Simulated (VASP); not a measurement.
A run of VASP 6.6.1 is set up as follows.

INCAR

```
SYSTEM = MgSi
PREC = Accurate ; ENCUT = 520
EDIFF = 1E-7 ; ISMEAR = 0
SIGMA = 0.15 ; LREAL = .False.
LASPH = .True. ; NELM = 60
ALGO = Normal ; ISIF = 2
LWAVE = .False. ; LCHARG = .True.
LELF = .True. ; LVHAR = .True.
NBANDS = 10
```

The input KPOINTS:

```
regular mesh
0
Gamma
  18 18 14
  0 0 0
```

Contents of POSCAR:

```
MgSi
1.0
    2.7369035402      0.0000000000      0.0000000000
    0.0000000000      2.7369035402      0.0000000000
    0.0000000000      0.0000000000      4.6337671787
Mg Si
1 1
Direct
    0.0000000000      0.0000000000      0.0000000000
    0.5000000000      0.5000000000      0.5000000000
```

Potentials or basis: VASP PAW LDA potentials, release 64 (Mg, Si).

The run is started by

```sh
$ cat potpaw_LDA.64/Mg/POTCAR potpaw_LDA.64/Si/POTCAR > POTCAR
$ mpirun -np 1 vasp_std > vasp.out
```

Q: What does it give for the pressure?

A: -3.4 GPa.

Q: What does it give for the band gap on the k mesh?

A: Zero (bands 3 and 4 overlap by 5.38 eV).

Stress tensor (GPa, compression positive):
```
-0.21  0.00  0.00
 0.00 -0.21  0.00
 0.00  0.00 -9.80
```

Caveat: the stress differs along the axes, from -10 to -0 GPa.
